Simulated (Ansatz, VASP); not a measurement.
## One calculation of SrTiO3, two programs

```
Sr Ti O
1.0
    -3.93640    0.00000   -3.93640
     0.00000   -3.93640   -3.93640
    -3.93640   -3.93640    0.00000
Sr Ti O
2 2 6
Direct
  0.00000 0.00000 0.00000
  0.50000 0.50000 0.50000
  0.25000 0.25000 0.25674
  0.75000 0.75000 0.74326
  0.00000 0.50000 0.00000
  0.50000 0.00000 0.50000
  0.00000 0.50000 0.50000
  0.50000 0.00000 0.00000
  0.00000 0.00000 0.50000
  0.50000 0.50000 0.00000
```

Alike in both runs: task single point; functional PBE; k mesh 6 × 6 × 6; occupations gaussian, width 0.05 eV; no spin polarisation; Hubbard terms Ti d U = 4.0 eV.

|  | VASP | Ansatz |
| --- | --- | --- |
| version | VASP 6.6.1 | Ansatz 0.2.0 |
| potentials or method | VASP PAW PBE potentials, release 64 (Sr_sv, Ti_sv, O), cutoff 520 eV | scalar-relativistic, plane waves, PAW |
| valence electrons in the cell | 80 | 80 |

```csv
,VASP,Ansatz,Ansatz less VASP
gap on the k mesh at the Fermi level (eV),2.26,2.25,-0.010
pressure (GPa),4.3,1.5,-2.79
"traceless stress, the component that is largest in VASP (GPa)",-0.17,-0.15,+0.012
rms of the force components (eV/Å),0.335,0.305,-0.0297
```

The programs project onto different local orbitals, so the same U acts differently, and such runs can settle in different states. Atom by atom the forces differ by 0.030 eV/Å (rms over components).
